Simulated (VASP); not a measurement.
# AlN: single point with PBE

The system is AlN.

```
CELL_PARAMETERS angstrom
0.00000 2.20159 2.20159
2.20159 0.00000 2.20159
2.20159 2.20159 0.00000
ATOMIC_POSITIONS crystal
Al 0.00000 0.00000 0.00000
N 0.66483 0.83517 0.83517
```

This cell differs from its parent crystal: all N atoms moved +0.375 Å, as atom 2 along Cartesian [1 0 0].

```
Program                : VASP 6.6.1
Task                   : single point
Functional             : PBE
Potentials or basis    : VASP PAW PBE potentials, release 64 (Al, N)
Cutoff                 : 520 eV
k mesh                 : 10 × 10 × 10
Occupations            : gaussian, width 0.05 eV
Spin                   : no spin polarisation
Dipole correction      : no
Further INCAR settings : ALGO = Normal; EDIFF = 1e-07; NBANDS = 11
```

```
Pressure               : 15.0 GPa
Largest force          : 4.431 eV/Å
Band gap on the k mesh : 2.44 eV, indirect (least direct gap 2.94 eV)
```

Forces on the atoms (eV/Å):
```
Al   4.431  0.000  0.000
N   -4.431  0.000  0.000
```

Stress tensor (GPa, compression positive):
```
-1.27  0.00  0.00
 0.00 23.17 27.15
 0.00 27.15 23.17
```

Levels at points of the mesh, in eV from the valence-band top:
| k point | band 1 | band 2 | band 3 | band 4 | band 5 | band 6 | band 7 | band 8 |
| --- | --- | --- | --- | --- | --- | --- | --- | --- |
| (0.00, 0.00, 0.00) | -15.63 | -1.77 | -0.64 | 0.00 | 2.94 | 11.53 | 11.68 | 11.78 |
| (0.50, 0.00, 0.00) | -13.62 | -6.78 | -1.34 | -0.59 | 5.90 | 8.32 | 9.92 | 11.18 |
| (0.00, 0.50, 0.00) | -13.74 | -6.20 | -2.18 | -0.82 | 6.17 | 8.82 | 10.19 | 10.50 |
| (0.50, 0.50, 0.00) | -13.07 | -5.69 | -2.40 | -2.27 | 2.44 | 6.99 | 12.11 | 14.93 |
| (0.00, 0.50, 0.50) | -13.09 | -5.53 | -3.27 | -1.99 | 2.68 | 7.82 | 12.22 | 14.62 |

Wall time 19 s on 1 thread of AMD EPYC 9R45 96-Core Processor (Zen 5), on a shared host, peak memory 0.13 GiB.

Caveat: the cell differs from its parent crystal (all N atoms moved +0.375 Å, as atom 2 along Cartesian [1 0 0]); forces of over 1 eV/Å act on the atoms, so gaps and moduli don't describe the material at rest. A k mesh can miss the band edges.
